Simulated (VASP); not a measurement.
Input of a VASP 6.6.1 run:

Contents of INCAR:

```
PREC = Accurate ; ENCUT = 520
EDIFF = 1E-6 ; ISMEAR = 1
SIGMA = 0.05 ; LREAL = F
LASPH = T ; NELM = 80
ALGO = Normal ; ISIF = 2
LWAVE = F ; LCHARG = F
NBANDS = 13
```

File KPOINTS:

```
Automatic mesh
0
Gamma
  5 7 5
```

Contents of POSCAR:

```
LiMg
1.0
    4.9931741524      0.0000000000      0.0000000000
    0.0000000000      3.3950169145      0.0000000000
    0.0000000000      0.0000000000      5.0148579523
Li Mg
2 2
Direct
    0.7500000000      0.0000000000      0.2571170000
    0.2500000000      0.0000000000      0.7428830000
    0.2500000000      0.5000000000      0.2438730000
    0.7500000000      0.5000000000      0.7561270000
```

Potentials or basis: VASP PAW LDA potentials, release 64 (Li_sv, Mg).

The run is started by

```bash
$ cat potpaw_LDA.64/Li_sv/POTCAR potpaw_LDA.64/Mg/POTCAR > POTCAR
$ mpirun -np 1 vasp_std > vasp.out
```

(1) Estimate the largest force.

(2) Estimate the band gap on the k mesh.

Answers

(1) 0.015 eV/Å.

(2) zero (band 5 reaches 3.09 eV, above the bottom of band 6 at 0.23 eV).
